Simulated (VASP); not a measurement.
Input of a VASP 6.6.1 run:

INCAR

```
PREC = Accurate
ENCUT = 520
EDIFF = 1E-6
ISMEAR = 0
SIGMA = 0.05
LREAL = Auto
LASPH = T
NELM = 100
ALGO = Normal
ISIF = 2
LWAVE = F
LCHARG = F
GGA = PE
NBANDS = 54
```

KPOINTS

```
Automatic mesh
0
Gamma
  1 1 5
```

File POSCAR:

```
SiH3C
1.0
   14.1000000000      0.0000000000      0.0000000000
    0.0000000000     14.8000000000      0.0000000000
    0.0000000000      0.0000000000      7.5859238507
Si C H
6 6 18
Direct
    0.6084805927      0.5000000000      0.0000000000
    0.4816707063      0.5000000000      0.3333333333
    0.4182657631      0.3953736337      0.0000000000
    0.5450756495      0.6046263663      0.6666666667
    0.4182657631      0.6046263663      0.0000000000
    0.5450756495      0.3953736337      0.6666666667
    0.5450756495      0.3953736337      0.4166666667
    0.4182657631      0.6046263663      0.7500000000
    0.5450756495      0.6046263663      0.4166666667
    0.4182657631      0.3953736337      0.7500000000
    0.4816707063      0.5000000000      0.0833333333
    0.6084805927      0.5000000000      0.7500000000
    0.6582956804      0.5822013450      0.0654721398
    0.6582956804      0.4177986550      0.0654721398
    0.5086337397      0.3352397638      0.3687709403
    0.6179594690      0.3953736337      0.3687709403
    0.3818238533      0.5444924965      0.7021042736
    0.3818238533      0.6647602362      0.7021042736
    0.3820405310      0.5000000000      0.3988054731
    0.5086337397      0.6647602362      0.3687709403
    0.6179594690      0.6046263663      0.3687709403
    0.3818238533      0.4555075035      0.7021042736
    0.3818238533      0.3352397638      0.7021042736
    0.3186355877      0.3953736337      0.0654721398
    0.4680808507      0.3131722887      0.0654721398
    0.5948907372      0.6868277113      0.7321388064
    0.3186355877      0.6046263663      0.0654721398
    0.4680808507      0.6868277113      0.0654721398
    0.5948907372      0.3131722887      0.7321388064
    0.6813644123      0.5000000000      0.7021042736
```

Potentials or basis: VASP PAW PBE potentials, release 64 (Si, C, H).

Launch:

```bash
$ cat potpaw_PBE.64/Si/POTCAR potpaw_PBE.64/C/POTCAR potpaw_PBE.64/H/POTCAR > POTCAR
$ mpirun -np 1 vasp_std > vasp.out
```

(1) Predict the largest force.

(2) What does it give for the band gap on the k mesh?

Results:

(1) 1.086 eV/Å.

(2) 5.12 eV.
